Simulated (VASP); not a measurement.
Runs of VASP 6.6.1 on AlRu. The structure is that of space group Pm-3m (No. 221), or close to it. The cells are those of the table. 

```csv
cell,gap on the mesh (eV),pressure (GPa)
"a = 2.992, b = 2.992, c = 2.902 Å, 2 atoms",none,(a)
"a = 2.992, b = 2.992, c = 3.081 Å, 2 atoms",none,-7.7
"a = 2.902, b = 2.902, c = 3.081 Å, 2 atoms",none,5.8
"a = 2.902, b = 2.902, c = 2.992 Å, 2 atoms",none,13.2
```

Alike in all rows: task single point; level r2SCAN; potentials or basis VASP PAW PBE potentials, release 64 (Al, Ru_pv); no spin polarisation; k mesh 16 × 16 × 16; cutoff (eV) 520; smearing gaussian 0.15 eV.

**Question.** Fill in the values left out.

**Answer.** (a) 5.3.

Caveats: the PAW data sets were made with another functional, which shifts forces and pressure a little; the stress differs along the axes, from 3 to 9 GPa (at least some runs); the cell stands under tension (at least some runs); the stress differs along the axes, from -2 to 10 GPa (at least some runs); the stress differs along the axes, from 9 to 15 GPa (at least some runs).

A k mesh can miss the band edges, and the runs leave out spin-orbit coupling on Ru.

A gap of «none» marks levels without a gap at the run's occupations.
